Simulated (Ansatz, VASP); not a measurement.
# MgZn5S6: VASP beside Ansatz

```
Mg Zn S
1.0
     3.87721    0.00001   -0.00005
    -1.93860    3.35771   -0.00004
    -0.00023   -0.00039   19.02906
Mg Zn S
1 5 6
Direct
  0.33347 0.66678 0.16654
  0.00046 0.00006 0.99594
  0.99975 0.99996 0.50214
  0.66662 0.33324 0.66682
  0.66608 0.33333 0.33766
  0.33364 0.66664 0.83121
  0.00015 0.00009 0.11964
  0.99996 0.99992 0.62630
  0.33279 0.66666 0.29644
  0.66693 0.33331 0.79074
  0.66639 0.33328 0.46144
  0.33376 0.66672 0.95513
```

Change from the starting cell: cell x1, atoms moved at random (sigma 0.1 Å) and cell strained at random (1.5 %), then relaxed without symmetry.

Alike in both runs: functional PBE; k mesh 6 × 6 × 1; occupations gaussian, width 0.1 eV; no spin polarisation.

Ansatz relaxed the structure, and its values are those at the end. VASP's run is a single point on that final structure, the one shown.

|  | VASP | Ansatz |
| --- | --- | --- |
| version | VASP 6.6.1 | Ansatz 0.2.0 |
| potentials or method | VASP PAW PBE potentials, release 64 (Mg, Zn, S), cutoff 520 eV | scalar-relativistic, plane waves, PAW |
| valence electrons in the cell | 98 | 106 |

Ansatz gave:

| Quantity | Value |
| --- | --- |
| gap on the k mesh at the Fermi level (eV) | 2.11 |
| least direct gap on the mesh (eV) | 2.11 |
| pressure (GPa) | 0.0 |
| rms of the force components (eV/Å) | 0.002 |

Task: Estimate VASP's values.

Result: gap on the k mesh at the Fermi level (eV): 2.11; least direct gap on the mesh (eV): 2.11; pressure (GPa): 0.1; rms of the force components (eV/Å): 0.006.

The functional is the same, so the differences come from potentials, cutoffs and numerics. VASP's potentials hold 98 valence electrons a cell and Ansatz's 106, so a difference there can come from the potentials and not from the codes.
